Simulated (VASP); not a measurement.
Wanted: the native input for a VASP 6.6.1 run.

```
Task                   : relaxation of cell and atoms
Functional             : PBEsol
Potentials or basis    : VASP PAW PBE potentials, release 64 (Ta_pv, C)
Cutoff                 : 600 eV
k mesh                 : 8 × 8 × 8
Occupations            : gaussian, width 0.1 eV
Spin                   : no spin polarisation
Dipole correction      : no
Further INCAR settings : ALGO = Normal; EDIFF = 1e-07; IBRION = 2; EDIFFG = -0.005; NSW = 100; ISIF = 3
```

The structure of Ta4C3 lies in POSCAR:

```
Ta4C3
1.0
    4.4044711779      0.0000000000      0.0000000000
    0.0000000000      4.4044711779      0.0000000000
    0.0000000000      0.0000000000      4.4044711779
Ta C
4 3
Direct
    0.0000000000      0.5000000000      0.5000000000
    0.5000000000      0.0000000000      0.5000000000
    0.5000000000      0.5000000000      0.0000000000
    0.0000000000      0.0000000000      0.0000000000
    0.5000000000      0.0000000000      0.0000000000
    0.0000000000      0.5000000000      0.0000000000
    0.0000000000      0.0000000000      0.5000000000
```

The input as run:

INCAR

```
SYSTEM = Ta4C3
ALGO = Normal ; EDIFF = 1E-7
EDIFFG = -0.005 ; ENCUT = 600
GGA = PS ; IBRION = 2
ISIF = 3 ; ISMEAR = 0
LASPH = .True. ; LCHARG = .False.
LREAL = .False. ; LWAVE = .False.
NELM = 60 ; NSW = 100
PREC = Accurate ; SIGMA = 0.1
```

KPOINTS

```
k-points
0
Gamma
  8 8 8
  0 0 0
```

Potentials or basis: VASP PAW PBE potentials, release 64 (Ta_pv, C).

Command:

```sh
$ cat potpaw_PBE.64/Ta_pv/POTCAR potpaw_PBE.64/C/POTCAR > POTCAR
$ mpirun -np 1 vasp_std > vasp.out
```

Results of the run:

```
Relaxed volume                        : 12.21 Å³/atom
Relaxed cell                          : a = 4.405 Å, b = 4.405 Å, c = 4.405 Å, α = 90.00°, β = 90.00°, γ = 90.00°
Space group after relaxing (to 0.1 Å) : Pm-3m (No. 221)
Energy gained by relaxing             : 0.0 meV/atom
Ionic steps                           : 3
Pressure after relaxing               : 0.0 GPa
Band gap on the k mesh                : zero (bands 28 and 29 overlap by 1.02 eV)
```

Caveat: the PAW data sets were made with another functional, which shifts forces and pressure a little; spin-orbit coupling is left out, which moves the levels of the heavy elements.

Run time: 4.4 min on 1 thread of Intel(R) Xeon(R) Platinum 8488C (Sapphire Rapids) (shared host), peak memory 0.27 GiB.
